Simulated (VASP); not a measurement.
# InSb3 in VASP: further runs

The runs below take InSb3 through single point, with PBEsol.

All numbers are computed with VASP 6.6.1; they aren't measurements. Logs are shortened: lines on timing, memory, paths and dates and some standing lists are left out, and cuts for length are marked.

## 1. The cell of the first run

The structure is cubic, space group Pm-3m (No. 221). The conventional cell has a = 4.823 Å, b = 4.823 Å, c = 4.823 Å, α = 90.00°, β = 90.00°, γ = 90.00°. Within 4.5 Å of In (site symmetry m-3m) lie 12 Sb at 3.41 Å. Within 4.5 Å of Sb (site symmetry 4/mmm) lie 4 In at 3.41 Å and 8 Sb at 3.41 Å.

## 2. Single point, PBEsol

INCAR reads:

```
SYSTEM = InSb3
ALGO = Normal
EDIFF = 1E-6
ENCUT = 520
GGA = PS
ISIF = 2
ISMEAR = 0
LASPH = .True.
LCHARG = .False.
LREAL = .False.
LWAVE = .False.
NBANDS = 22
NELM = 100
PREC = Accurate
SIGMA = 0.15
```

KPOINTS reads:

```
k-points
0
Gamma
  8 8 8
  0 0 0
```

POSCAR reads:

```
InSb3
1.0
    4.8230315525      0.0000000000      0.0000000000
    0.0000000000      4.8230315525      0.0000000000
    0.0000000000      0.0000000000      4.8230315525
In Sb
1 3
Direct
    0.0000000000      0.0000000000      0.0000000000
    0.5000000000      0.0000000000      0.5000000000
    0.0000000000      0.5000000000      0.5000000000
    0.5000000000      0.5000000000      0.0000000000
```

Potentials or basis: VASP PAW PBE potentials, release 64 (In_d, Sb).

The run is started by

```
> cat potpaw_PBE.64/In_d/POTCAR potpaw_PBE.64/Sb/POTCAR > POTCAR
> mpirun -np 1 vasp_std > vasp.out
```

OUTCAR:

```text
SYSTEM = InSb3
   EDIFF = 1E-6
   ENCUT = 520
   GGA = PS
   ISIF = 2
   ISMEAR = 0
   LASPH = .True.
   LREAL = .False.
   NELM = 100
   PREC = Accurate

 ion  position               nearest neighbor table
   1  0.000  0.000  0.000-   2 3.41   3 3.41   4 3.41   2 3.41   3 3.41   3 3.41   4 3.41   3 3.41
                             2 3.41   4 3.41   2 3.41   4 3.41
   2  0.500  0.000  0.500-   1 3.41   3 3.41   4 3.41   1 3.41   4 3.41   3 3.41   4 3.41   4 3.41
                             1 3.41   3 3.41   1 3.41   3 3.41
   3  0.000  0.500  0.500-   1 3.41   2 3.41   4 3.41   1 3.41   4 3.41   1 3.41   2 3.41   1 3.41
                             2 3.41   4 3.41   4 3.41   2 3.41
   4  0.500  0.500  0.000-   1 3.41   2 3.41   3 3.41   2 3.41   3 3.41   1 3.41   2 3.41   2 3.41
                             1 3.41   3 3.41   3 3.41   1 3.41

  LATTYP: Found a simple cubic cell.
 ALAT       =     4.8230315525

  Lattice vectors:

 A1 = (   4.8230315525,   0.0000000000,   0.0000000000)
 A2 = (   0.0000000000,   4.8230315525,   0.0000000000)
 A3 = (   0.0000000000,   0.0000000000,   4.8230315525)

Analysis of symmetry for initial positions (statically):
=====================================================================
 Subroutine PRICEL returns:
 Original cell was already a primitive cell.

 Routine SETGRP: Setting up the symmetry group for a
 simple cubic supercell.

 Subroutine GETGRP returns: Found 48 space group operations
 (whereof 48 operations were pure point group operations)
 out of a pool of 48 trial point group operations.

The static configuration has the point symmetry O_h .

Analysis of symmetry for dynamics (positions and initial velocities):
=====================================================================
 Subroutine PRICEL returns:
 Original cell was already a primitive cell.

 Routine SETGRP: Setting up the symmetry group for a
 simple cubic supercell.

 Subroutine GETGRP returns: Found 48 space group operations
 (whereof 48 operations were pure point group operations)
 out of a pool of 48 trial point group operations.

The dynamic configuration has the point symmetry O_h .

 Subroutine INISYM returns: Found 48 space group operations
 (whereof 48 operations are pure point group operations),
 and found     1 'primitive' translations

----------------------------------------------------------------------------------------

                                     Primitive cell

  volume of cell :     112.1916

  direct lattice vectors                    reciprocal lattice vectors
     4.823031552  0.000000000  0.000000000     0.207338474  0.000000000  0.000000000
     0.000000000  4.823031552  0.000000000     0.000000000  0.207338474  0.000000000
     0.000000000  0.000000000  4.823031552     0.000000000  0.000000000  0.207338474

  length of vectors
     4.823031552  4.823031552  4.823031552     0.207338474  0.207338474  0.207338474

  position of ions in fractional coordinates (direct lattice)
     0.000000000  0.000000000  0.000000000
     0.500000000  0.000000000  0.500000000
     0.000000000  0.500000000  0.500000000
     0.500000000  0.500000000  0.000000000

  ion indices of the primitive-cell ions
   primitive index   ion index
                 1           1
                 2           2
                 3           3
                 4           4

----------------------------------------------------------------------------------------

 KPOINTS: k-points

Automatic generation of k-mesh.
 Grid dimensions read from file:
 generate k-points for:    8    8    8

 Generating k-lattice:

  Cartesian coordinates                     Fractional coordinates (reciprocal lattice)
     0.025917309  0.000000000  0.000000000     0.125000000  0.000000000  0.000000000
     0.000000000  0.025917309  0.000000000     0.000000000  0.125000000  0.000000000
     0.000000000  0.000000000  0.025917309     0.000000000  0.000000000  0.125000000

  Length of vectors
     0.025917309  0.025917309  0.025917309

  Shift w.r.t. Gamma in fractional coordinates (k-lattice)
     0.000000000  0.000000000  0.000000000

 Subroutine IBZKPT returns following result:
 ===========================================

 Found     35 irreducible k-points:

 Following reciprocal coordinates:
            Coordinates               Weight
  0.000000  0.000000  0.000000      1.000000
  0.125000  0.000000  0.000000      6.000000
  0.250000  0.000000  0.000000      6.000000
  0.375000  0.000000  0.000000      6.000000
  0.500000  0.000000  0.000000      3.000000
  0.125000  0.125000  0.000000     12.000000
[... 16 lines left out ...]
  0.375000  0.375000  0.125000     24.000000
  0.500000  0.375000  0.125000     24.000000
 [... further k-points ...]
   k-points           NKPTS =     35   k-points in BZ     NKDIM =     35   number of bands    NBANDS=     22
   number of dos      NEDOS =    301   number of ions     NIONS =      4
   total plane-waves  NPLWV =  46656
   dimension x,y,z NGX =    36 NGY =   36 NGZ =   36
   dimension x,y,z NGXF=    72 NGYF=   72 NGZF=   72
   ions per type =               1   3
   NGX,Y,Z   is equivalent  to a cutoff of  12.41, 12.41, 12.41 a.u.
   NGXF,Y,Z  is equivalent  to a cutoff of  24.82, 24.82, 24.82 a.u.
 SYSTEM =  InSb3
   PREC   = accura    normal or accurate (medium, high low for compatibility)
   ISTART =      0    job   : 0-new  1-cont  2-samecut
   ICHARG =      2    charge: 1-file 2-atom 10-const
   ISPIN  =      1    spin polarized calculation?
   LNONCOLLINEAR =      F non collinear calculations
   LSORBIT =      F    spin-orbit coupling
   LASPH  =      T    aspherical Exc in radial PAW
   ENCUT  =  520.0 eV  38.22 Ry    6.18 a.u.   8.97  8.97  8.97*2*pi/ulx,y,z
   NELM   =    100;   NELMIN=  2; NELMDL= -5     # of ELM steps
   EDIFF  = 0.1E-05   stopping-criterion for ELM
   LREAL  =      F    real-space projection
   EDIFFG = 0.1E-04   stopping-criterion for IOM
   NSW    =      0    number of steps for IOM
   IBRION =     -1    ionic relax: 0-MD 1-quasi-New 2-CG
   NFREE  =      0    steps in history (QN), initial steepest desc. (CG)
   ISIF   =      2    stress and relaxation
   ISYM   =      2    0-nonsym 1-usesym 2-fastsym
   POTIM  = 0.5000    time-step for ionic-motion
   TEBEG  =    0.0;   TEEND  =   0.0 temperature during run
   PSTRESS=    0.0 pullay stress
   NELECT =      28.0000    total number of electrons
   NUPDOWN=      -1.0000    fix difference up-down
   EMIN   =  10.00;   EMAX   =-10.00  energy-range for DOS
   EFERMI =   0.00;   METHOD = LEGACY
   ISMEAR =     0;   SIGMA  =   0.15  broadening in eV -4-tet -1-fermi 0-gaus
   EFERMI_NEDOS =   21; number of points for ismear=-14 and -15
   IALGO  =     38    algorithm
   IMIX   =      4    mixing-type and parameters
     AMIX     =   0.40;   BMIX     =  1.00
     AMIX_MAG =   1.60;   BMIX_MAG =  1.00
  volume/ion in A,a.u.               =      28.05       189.28
  Fermi-wavevector in a.u.,A,eV,Ry     =   1.030720  1.947779 14.454610  1.062384
  Thomas-Fermi vector in A             =   2.164832
   LORBIT       =      0    0 simple, 1 ext, 2 COOP (PROOUT), +10 PAW based schemes
   GGA     = PS    functional components
   LHFCALC =     F    Hartree Fock is set to
   AEXX    =    0.0000 exact exchange contribution
   IVDW    =     0    specifies the selected vdW correction
   LEPSILON=     F    determine dielectric tensor
   LRPA    =     F    only Hartree local field effects (RPA)
 non-spin polarized calculation
 Gauss-broadening in eV      SIGMA  =   0.15
  energy-cutoff  :      520.00
  volume of cell :      112.19
 maximum number of plane-waves:      3050
 NGX is ok and might be reduce to    36
   NGX = 17   NGY = 17   NGZ = 17

 number of electron      28.0000003 magnetization

 Free energy of the ion-electron system (eV)
  ---------------------------------------------------
  ext. energy  EPLUGINS =         0.00000000
  ---------------------------------------------------
  free energy    TOTEN  =       -16.00257505 eV

  energy without entropy =      -15.98191770  energy(sigma->0) =      -15.99224637

 E-fermi :   7.5223     XC(G=0): -10.1330

 val. band max:        7.4970703672   @ k =   0.3750   0.1250   0.0000
 cond. band min:       7.5358921631   @ k =   0.5000   0.2500   0.1250
 fundamental gap:      0.0388217959
 Fermi energy:         7.5223349956

 k-point     1 :       0.0000    0.0000    0.0000
  band No.  band energies     occupation
      1      -6.8579      2.00000
      2      -6.8579      2.00000
      3      -6.8424      2.00000
      4      -6.8424      2.00000
      5      -6.8424      2.00000
      6      -4.5505      2.00000
[... 14 lines left out ...]
     21      12.4370      0.00000
     22      12.7323      0.00000

 k-point     2 :       0.1250    0.0000    0.0000
  band No.  band energies     occupation
      1      -6.8571      2.00000
      2      -6.8556      2.00000
      3      -6.8441      2.00000
      4      -6.8441      2.00000
      5      -6.8424      2.00000
      6      -4.4566      2.00000
[... 14 lines left out ...]
     21      12.8072      0.00000
     22      13.0208      0.00000

 k-point     3 :       0.2500    0.0000    0.0000
  band No.  band energies     occupation
      1      -6.8551      2.00000
      2      -6.8502      2.00000
      3      -6.8480      2.00000
      4      -6.8480      2.00000
      5      -6.8423      2.00000
      6      -4.1793      2.00000
[... 14 lines left out ...]
     21      12.7828      0.00000
     22      13.0193      0.00000
[... 476 lines left out ...]
 k-point    23 :       0.3750    0.3750    0.1250
  band No.  band energies     occupation
      1      -6.8712      2.00000
      2      -6.8542      2.00000
      3      -6.8539      2.00000
      4      -6.8433      2.00000
      5      -6.8324      2.00000
      6      -2.8579      2.00000
[... 14 lines left out ...]
     21      13.3056      0.00000
     22      14.1047      0.00000

 k-point    24 :       0.5000    0.3750    0.1250
  band No.  band energies     occupation
      1      -6.8744      2.00000
      2      -6.8558      2.00000
      3      -6.8539      2.00000
      4      -6.8425      2.00000
      5      -6.8300      2.00000
      6      -2.4754      2.00000
[... 14 lines left out ...]
     21      12.5739      0.00000
     22      15.0405      0.00000

 [... further k-points ...]

------------------------ aborting loop because EDIFF is reached ----------------------------------------

  FORCE on cell =-STRESS in cart. coord.  units (eV):
  Direction    XX          YY          ZZ          XY          YZ          ZX
  --------------------------------------------------------------------------------------
  -------------------------------------------------------------------------------------
  Total       -2.1593018     -2.1593018     -2.1593018     -0.0000000      0.0000000     -0.0000000
  in kB      -30.8363963    -30.8363963    -30.8363963     -0.0000000      0.0000000     -0.0000000
  external PRESSURE =     -30.8363963 kB  Pullay stress =       0.0000000 kB

 VOLUME and BASIS-vectors are now :
 -----------------------------------------------------------------------------
  energy-cutoff  :      520.00
  volume of cell :      112.19
      direct lattice vectors                 reciprocal lattice vectors
     4.823031552  0.000000000  0.000000000     0.207338474  0.000000000  0.000000000
     0.000000000  4.823031552  0.000000000     0.000000000  0.207338474  0.000000000
     0.000000000  0.000000000  4.823031552     0.000000000  0.000000000  0.207338474

 POSITION                                       TOTAL-FORCE (eV/Angst)
 -----------------------------------------------------------------------------------
      0.00000      0.00000      0.00000         0.000000      0.000000      0.000000
      2.41152      0.00000      2.41152         0.000000      0.000000      0.000000
      0.00000      2.41152      2.41152         0.000000      0.000000      0.000000
      2.41152      2.41152      0.00000         0.000000      0.000000      0.000000
 -----------------------------------------------------------------------------------
    total drift:                                0.000000     -0.000000     -0.000000

  FREE ENERGIE OF THE ION-ELECTRON SYSTEM (eV)
  ---------------------------------------------------
  free  energy   TOTEN  =       -16.0025750472 eV

  energy  without entropy=      -15.9819176955  energy(sigma->0) =      -15.99224637
```

Wall time 68 s (1 thread of Intel Xeon 8259CL, shared host); peak memory 0.25 GiB.

What came out:

| Property | Result |
| --- | --- |
| Free energy | -16.0026 eV |
| Pressure | -3.1 GPa |
| Band gap on the k mesh | zero (bands 14 and 15 overlap by 4.54 eV) |

Levels at points of the mesh, in eV from the Fermi level:
```csv
k point,band 10,band 11,band 12,band 13,band 14,band 15,band 16,band 17,band 18,band 19
"(0.00, 0.00, 0.00)",-4.20,-4.20,-3.57,0.47,0.47,0.47,1.74,1.74,1.74,4.71
"(0.50, 0.00, 0.00)",-2.83,-2.83,-2.04,-2.04,-1.06,-0.81,1.97,2.17,2.17,2.40
"(0.50, 0.50, 0.00)",-2.44,-1.61,-1.61,-1.30,-1.06,-1.06,-0.45,1.08,3.25,3.45
"(0.50, 0.50, 0.50)",-4.89,-4.89,-4.89,-4.75,3.48,3.48,3.55,3.55,3.55,6.34
```

Caveat: the cell stands under tension; the PAW data sets were made with another functional, which shifts forces and pressure a little; spin-orbit coupling is left out, which moves the levels of the heavy elements.

## 3. Single point, PBEsol

This run uses another cell than the first one, of 24.11 Å³/atom.

INCAR, as its differences from that of step 2:

```diff
@@ -2,3 +2,3 @@
 ALGO = Normal
-EDIFF = 1E-6
+EDIFF = 1E-7
 ENCUT = 520
@@ -12,3 +12,3 @@
 NBANDS = 22
-NELM = 100
+NELM = 80
 PREC = Accurate
```

KPOINTS is that of step 2.

POSCAR reads:

```
InSb3
1.0
    4.5866084372      0.0550865859      0.0550865859
    0.0550865859      4.5866084372      0.0550865859
    0.0550865859      0.0550865859      4.5866084372
In Sb
1 3
Direct
    0.0000000000      0.0000000000      0.0000000000
    0.5000000000      0.0000000000      0.5000000000
    0.0000000000      0.5000000000      0.5000000000
    0.5000000000      0.5000000000      0.0000000000
```

Potentials or basis: VASP PAW PBE potentials, release 64 (In_d, Sb).

The run is started by

```
> cat potpaw_PBE.64/In_d/POTCAR potpaw_PBE.64/Sb/POTCAR > POTCAR
> mpirun -np 1 vasp_std > vasp.out
```

OUTCAR:

```text
SYSTEM = InSb3
   EDIFF = 1E-7
   ENCUT = 520
   GGA = PS
   ISIF = 2
   ISMEAR = 0
   LASPH = .True.
   LREAL = .False.
   NELM = 80
   PREC = Accurate

 ion  position               nearest neighbor table
   1  0.000  0.000  0.000-   2 3.20   3 3.20   3 3.20   4 3.20   2 3.20   4 3.20   2 3.28   3 3.28
                             3 3.28   4 3.28   2 3.28   4 3.28
   2  0.500  0.000  0.500-   1 3.20   4 3.20   3 3.20   4 3.20   1 3.20   3 3.20   1 3.28   4 3.28
                             3 3.28   4 3.28   1 3.28   3 3.28
   3  0.000  0.500  0.500-   1 3.20   4 3.20   1 3.20   2 3.20   2 3.20   4 3.20   1 3.28   1 3.28
                             2 3.28   4 3.28   4 3.28   2 3.28
   4  0.500  0.500  0.000-   2 3.20   3 3.20   1 3.20   2 3.20   1 3.20   3 3.20   1 3.28   2 3.28
                             2 3.28   3 3.28   3 3.28   1 3.28

  LATTYP: Found a trigonal (rhomboedric) cell.
 ALAT       =     4.5872699964
 COS(alpha) =     0.0241578967

  Lattice vectors:

 A1 = (   4.5866084372,   0.0550865859,   0.0550865859)
 A2 = (   0.0550865859,   4.5866084372,   0.0550865859)
 A3 = (   0.0550865859,   0.0550865859,   4.5866084372)

[... 178 lines left out ...]

 E-fermi :   9.5120     XC(G=0): -10.8093

 val. band max:        9.4742077283   @ k =  -0.2500   0.1250  -0.0000
 cond. band min:       9.5244796750   @ k =   0.5000   0.1250   0.1250
 fundamental gap:      0.0502719467
 Fermi energy:         9.5119832729

 k-point     1 :       0.0000    0.0000    0.0000
  band No.  band energies     occupation
      1      -5.0767      2.00000
      2      -5.0767      2.00000
      3      -5.0451      2.00000
      4      -5.0422      2.00000
      5      -5.0422      2.00000
      6      -3.7494      2.00000
[... 589 lines left out ...]
     21      15.3096      0.00000
     22      16.0648      0.00000

 [... further k-points ...]

------------------------ aborting loop because EDIFF is reached ----------------------------------------

  FORCE on cell =-STRESS in cart. coord.  units (eV):
  Direction    XX          YY          ZZ          XY          YZ          ZX
  --------------------------------------------------------------------------------------
  -------------------------------------------------------------------------------------
  Total        4.1809949      4.1809949      4.1809949     -0.4703501     -0.4703501     -0.4703501
  in kB       69.4547091     69.4547091     69.4547091     -7.8134580     -7.8134580     -7.8134580
  external PRESSURE =      69.4547091 kB  Pullay stress =       0.0000000 kB

 VOLUME and BASIS-vectors are now :
 -----------------------------------------------------------------------------
  energy-cutoff  :      520.00
  volume of cell :       96.45
      direct lattice vectors                 reciprocal lattice vectors
     4.586608437  0.055086586  0.055086586     0.218088194 -0.002588221 -0.002588221
     0.055086586  4.586608437  0.055086586    -0.002588221  0.218088194 -0.002588221
     0.055086586  0.055086586  4.586608437    -0.002588221 -0.002588221  0.218088194

 POSITION                                       TOTAL-FORCE (eV/Angst)
 -----------------------------------------------------------------------------------
      0.00000      0.00000      0.00000        -0.000000      0.000000     -0.000000
      2.32085      0.05509      2.32085         0.000000     -0.000000      0.000000
      0.05509      2.32085      2.32085        -0.000000      0.000000     -0.000000
      2.32085      2.32085      0.05509        -0.000000      0.000000      0.000000
 -----------------------------------------------------------------------------------
    total drift:                                0.000000     -0.000000     -0.000000

  FREE ENERGIE OF THE ION-ELECTRON SYSTEM (eV)
  ---------------------------------------------------
  free  energy   TOTEN  =       -15.8669646521 eV

  energy  without entropy=      -15.8463291826  energy(sigma->0) =      -15.85664692
```

Wall time 1.9 min (1 thread of Intel Xeon 8259CL, shared host); peak memory 0.29 GiB.

What came out:

- Free energy: -15.8670 eV
- Pressure: 6.9 GPa
- Band gap on the k mesh: zero (bands 14 and 15 overlap by 5.20 eV)

Levels at points of the mesh, in eV from the Fermi level:
| k point | band 11 | band 12 | band 13 | band 14 | band 15 | band 16 | band 17 | band 18 |
| --- | --- | --- | --- | --- | --- | --- | --- | --- |
| (0.00, 0.00, 0.00) | -4.96 | -3.64 | 0.33 | 0.33 | 0.84 | 1.59 | 2.07 | 2.07 |
| (0.50, 0.00, 0.00) | -3.24 | -2.59 | -2.44 | -1.36 | -1.14 | 2.23 | 2.77 | 2.86 |
| (0.50, 0.50, 0.00) | -1.84 | -1.67 | -1.49 | -1.39 | -1.20 | -0.19 | 0.86 | 3.79 |
| (0.50, 0.50, 0.50) | -5.78 | -5.78 | -5.15 | 4.01 | 4.01 | 4.32 | 4.52 | 4.52 |

Caveat: the cell stands under pressure; the PAW data sets were made with another functional, which shifts forces and pressure a little; spin-orbit coupling is left out, which moves the levels of the heavy elements.
